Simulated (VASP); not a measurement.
Input of a VASP 6.6.1 run:

Contents of INCAR:

```
SYSTEM = Mo5Rh
  ALGO = Normal
  EDIFF = 1E-6
  ENCUT = 500
  GGA = PE
  GGA_COMPAT = .FALSE.
  ISIF = 2
  ISMEAR = 0
  LASPH = .TRUE.
  LCHARG = .TRUE.
  LELF = .TRUE.
  LREAL = .FALSE.
  LVHAR = .TRUE.
  LWAVE = .FALSE.
  NBANDS = 52
  NELM = 120
  PREC = Accurate
  SIGMA = 0.2
```

File KPOINTS:

```
k-points
0
G
  5 5 2
  0 0 0
```

Contents of POSCAR:

```
Mo5Rh
1.0
    2.6774483380      0.0000000000      0.0000000000
    0.0000000000      2.6774483380      0.0000000000
    0.0000000000      0.0000000000     13.1592865726
Mo Rh
5 1
Direct
    0.5000000000      0.5000000000      0.3251509839
    0.5000000000      0.5000000000      0.6748490161
    0.0000000000      0.0000000000      0.1516265332
    0.0000000000      0.0000000000      0.8483734668
    0.0000000000      0.0000000000      0.5000000000
    0.5000000000      0.5000000000      0.0000000000
```

Potentials or basis: VASP PAW PBE potentials, release 64 (Mo_sv, Rh_pv).

The run is started by

```bash
$ cat potpaw_PBE.64/Mo_sv/POTCAR potpaw_PBE.64/Rh_pv/POTCAR > POTCAR
$ mpirun -np 1 vasp_std > vasp.out
```

**Question.** Estimate the pressure.

**Answer.** 0.5 GPa.

**Question.** Estimate the largest force.

**Answer.** 0.012 eV/Å.

**Question.** Estimate the band gap on the k mesh.

**Answer.** Zero (an odd number of electrons rules out a gap without spin polarisation).

Forces in eV/Å, atoms in the order of the input:
```
Mo   0.000  0.000 -0.003
Mo   0.000  0.000  0.003
Mo   0.000  0.000  0.012
Mo   0.000  0.000 -0.012
Mo   0.000  0.000  0.000
Rh   0.000  0.000  0.000
```

Caveat: the k points lie up to 0.47 Å⁻¹ apart, too coarse for converged energies and pressures of a metal.
